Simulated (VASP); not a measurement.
# HfN (Pm-3m) in VASP: further runs, part 2 of 2

VASP 6.6.1.

### 6 Single point, PBEsol-based screened hybrid with 25 % exact exchange

Contents of POSCAR:

```
HfN
1.0
    2.8250300000      0.0000000000      0.0000000000
    0.0000000000      2.8250300000      0.0000000000
    0.0000000000      0.0000000000      2.8250300000
Hf N
1 1
Direct
    0.5000000000      0.5000000000      0.5000000000
    0.0000000000      0.0000000000      0.0000000000
```

Contents of INCAR.step1:

```
PREC = Accurate
ENCUT = 520
EDIFF = 1E-5
ISMEAR = -1
SIGMA = 0.05
LREAL = False
LASPH = True
NELM = 60
ALGO = Normal
ISIF = 2
LWAVE = True
LCHARG = False
GGA = PE
NBANDS = 14
```

Contents of INCAR.step2:

```
PREC = Accurate
ENCUT = 520
EDIFF = 1E-6
ISMEAR = -1
SIGMA = 0.05
LREAL = False
LASPH = True
NELM = 60
ALGO = Normal
ISIF = 2
LWAVE = False
LCHARG = False
GGA = PS
LHFCALC = True
AEXX = 0.25
HFSCREEN = 0.207
PRECFOCK = Normal
ISTART = 1
NBANDS = 14
```

Contents of KPOINTS:

```
regular mesh
0
Gamma
  5 5 5
```

Potentials or basis: VASP PAW PBE potentials, release 64 (Hf_pv, N).

Started as:

```bash
> cat potpaw_PBE.64/Hf_pv/POTCAR potpaw_PBE.64/N/POTCAR > POTCAR
> cp INCAR.step1 INCAR
> mpirun -np 1 vasp_std > vasp.out
> cp INCAR.step2 INCAR
> mpirun -np 1 vasp_std > vasp.out
```

OUTCAR:

```text
PREC = Accurate
   ENCUT = 520
   EDIFF = 1E-6
   ISMEAR = -1
   LREAL = False
   LASPH = True
   NELM = 60
   ISIF = 2
   GGA = PS
   LHFCALC = True
   AEXX = 0.25
   HFSCREEN = 0.207
   PRECFOCK = Normal
   ISTART = 1

 ion  position               nearest neighbor table
   1  0.500  0.500  0.500-   2 2.45   2 2.45   2 2.45   2 2.45   2 2.45   2 2.45   2 2.45   2 2.45

   2  0.000  0.000  0.000-   1 2.45   1 2.45   1 2.45   1 2.45   1 2.45   1 2.45   1 2.45   1 2.45

  LATTYP: Found a simple cubic cell.
 ALAT       =     2.8250300000

  Lattice vectors:

 A1 = (   2.8250300000,   0.0000000000,   0.0000000000)
 A2 = (   0.0000000000,   2.8250300000,   0.0000000000)
 A3 = (   0.0000000000,   0.0000000000,   2.8250300000)

Analysis of symmetry for initial positions (statically):
=====================================================================
 Subroutine PRICEL returns:
 Original cell was already a primitive cell.

 Routine SETGRP: Setting up the symmetry group for a
 simple cubic supercell.

 Subroutine GETGRP returns: Found 48 space group operations
 (whereof 48 operations were pure point group operations)
 out of a pool of 48 trial point group operations.

The static configuration has the point symmetry O_h .

Analysis of symmetry for dynamics (positions and initial velocities):
=====================================================================
 Subroutine PRICEL returns:
 Original cell was already a primitive cell.

 Routine SETGRP: Setting up the symmetry group for a
 simple cubic supercell.

 Subroutine GETGRP returns: Found 48 space group operations
 (whereof 48 operations were pure point group operations)
 out of a pool of 48 trial point group operations.

The dynamic configuration has the point symmetry O_h .

 Subroutine INISYM returns: Found 48 space group operations
 (whereof 48 operations are pure point group operations),
 and found     1 'primitive' translations
[... 114 lines left out ...]
   HFSCREENC=   0.2070 screening length for correlation (either q_TF or 0.3 A-1)
   ENCUTFOCK=  -1.0 apply spherical cutoff to Coloumb kernel
   IVDW    =     0    specifies the selected vdW correction
   LEPSILON=     F    determine dielectric tensor
   LRPA    =     F    only Hartree local field effects (RPA)
 non-spin polarized calculation
  energy-cutoff  :      520.00
  volume of cell :       22.55
 maximum number of plane-waves:       619
 NGX is ok and might be reduce to    24
  NGX = 16; NGY = 16; NGZ = 16

 number of electron      15.0000000 magnetization

 Free energy of the ion-electron system (eV)
  ---------------------------------------------------
  ext. energy  EPLUGINS =         0.00000000
  ---------------------------------------------------
  free energy    TOTEN  =       -24.01236076 eV

  energy without entropy =      -24.01090163  energy(sigma->0) =      -24.01163120

 E-fermi :   7.7801     XC(G=0): -10.6620

 val. band max:        6.7258603855   @ k =   0.4000   0.2000   0.0000
 cond. band min:       7.9019823190   @ k =   0.2000   0.0000   0.0000
 fundamental gap:      1.1761219336
 Fermi energy:         7.7801219821

 k-point     1 :       0.0000    0.0000    0.0000
  band No.  band energies     occupation
      1     -25.2862      2.00000
      2     -25.2862      2.00000
      3     -25.2862      2.00000
      4     -11.0254      2.00000
      5       4.4835      2.00000
      6       4.4835      2.00000
      7       5.5969      2.00000
      8       5.5969      2.00000
      9       5.5969      2.00000
     10      11.2685      0.00000
     11      14.3557      0.00000
     12      14.3557      0.00000
     13      14.3557      0.00000
     14      21.4941      0.00000
[... 139 lines left out ...]
      1     -26.1981      2.00000
      2     -26.1633      2.00000
      3     -26.1633      2.00000
      4      -7.7863      2.00000
      5      -0.1259      2.00000
      6      -0.1259      2.00000
      7       0.9565      2.00000
      8      12.8604      0.00000
      9      13.6277      0.00000
     10      13.6277      0.00000
     11      16.0014      0.00000
     12      16.0014      0.00000
     13      17.8102      0.00000
     14      21.4955      0.00000

------------------------ aborting loop because EDIFF is reached ----------------------------------------

  FORCE on cell =-STRESS in cart. coord.  units (eV):
  Direction    XX          YY          ZZ          XY          YZ          ZX
  --------------------------------------------------------------------------------------
  -------------------------------------------------------------------------------------
  Total       -2.3465560     -2.3465560     -2.3465560      0.0000000      0.0000000      0.0000000
  in kB     -166.7524823   -166.7524823   -166.7524823      0.0000000      0.0000000      0.0000000
  external PRESSURE =    -166.7524823 kB  Pullay stress =       0.0000000 kB

 VOLUME and BASIS-vectors are now :
 -----------------------------------------------------------------------------
  energy-cutoff  :      520.00
  volume of cell :       22.55
      direct lattice vectors                 reciprocal lattice vectors
     2.825030000  0.000000000  0.000000000     0.353978542  0.000000000  0.000000000
     0.000000000  2.825030000  0.000000000     0.000000000  0.353978542  0.000000000
     0.000000000  0.000000000  2.825030000     0.000000000  0.000000000  0.353978542

 POSITION                                       TOTAL-FORCE (eV/Angst)
 -----------------------------------------------------------------------------------
      1.41251      1.41251      1.41251         0.000000      0.000000      0.000000
      0.00000      0.00000      0.00000         0.000000      0.000000      0.000000
 -----------------------------------------------------------------------------------
    total drift:                                0.000008     -0.000000     -0.000000

  FREE ENERGIE OF THE ION-ELECTRON SYSTEM (eV)
  ---------------------------------------------------
  free  energy   TOTEN  =       -24.0123607594 eV

  energy  without entropy=      -24.0109016331  energy(sigma->0) =      -24.01163120
```

OUTCAR.step1:

```text
PREC = Accurate
   ENCUT = 520
   EDIFF = 1E-5
   ISMEAR = -1
   LREAL = False
[... 376 lines left out ...]
      1.41251      1.41251      1.41251         0.000000      0.000000      0.000000
      0.00000      0.00000      0.00000         0.000000      0.000000      0.000000
 -----------------------------------------------------------------------------------
    total drift:                                0.000000     -0.000000     -0.000000

  FREE ENERGIE OF THE ION-ELECTRON SYSTEM (eV)
  ---------------------------------------------------
  free  energy   TOTEN  =       -19.8149213783 eV

  energy  without entropy=      -19.8134401920  energy(sigma->0) =      -19.81418079
```

Run time: 4.2 min. Hardware: 1 thread of AMD EPYC 7R43 (Zen 3), shared host; peak memory 0.21 GiB.

Results:

```yaml
Free_energy: -24.0124 eV
Pressure: -16.7 GPa
Band_gap_on_the_k_mesh: zero (an odd number of electrons rules out a gap without spin polarisation)
```

Levels at points of the mesh, in eV from the Fermi level:
```
           k point  band 4  band 5  band 6  band 7  band 8  band 9  band 10  band 11  band 12  band 13
(0.00, 0.00, 0.00)  -18.81   -3.30   -3.30   -2.18   -2.18   -2.18     3.49     6.58     6.58     6.58
```

Caveat: the k points lie up to 0.44 Å⁻¹ apart, too coarse for converged energies and pressures of a metal; the PAW data sets were made with another functional, which shifts forces and pressure a little; spin-orbit coupling is left out, which moves the levels of the heavy elements.

### 7 Summary

| level | cell | share of exact exchange | screening parameter | gap on the mesh (eV) | pressure (GPa) |
| --- | --- | --- | --- | --- | --- |
| B3LYP | a = 2.825 Å, 2 atoms | 0.2 | - | none | -1.9 |
| B3LYP | a = 2.831 Å, 2 atoms | 0.2 | - | none | -3.3 |
| HSE06 | a = 2.825 Å, 2 atoms | 0.25 | 0.2079 1/Å | none | -11.1 |
| PBE-based screened hybrid with 25 % exact exchange | a = 2.825 Å, 2 atoms | 0.25 | 0.3 1/Å | none | -10.6 |
| PBEsol-based screened hybrid with 25 % exact exchange | a = 2.825 Å, 2 atoms | 0.25 | 0.207 1/Å | none | -16.7 |

Alike in all rows: task single point; potentials or basis VASP PAW PBE potentials, release 64 (Hf_pv, N); no spin polarisation; k mesh 5 × 5 × 5; cutoff (eV) 520; smearing fermi-dirac 0.05 eV.

Caveats: all runs use coarse meshes; the PAW data sets were made with another functional, which shifts forces and pressure a little; spin-orbit coupling is left out, which moves the levels of the heavy elements.

Absolute energies hang on the potentials; compare differences alone.
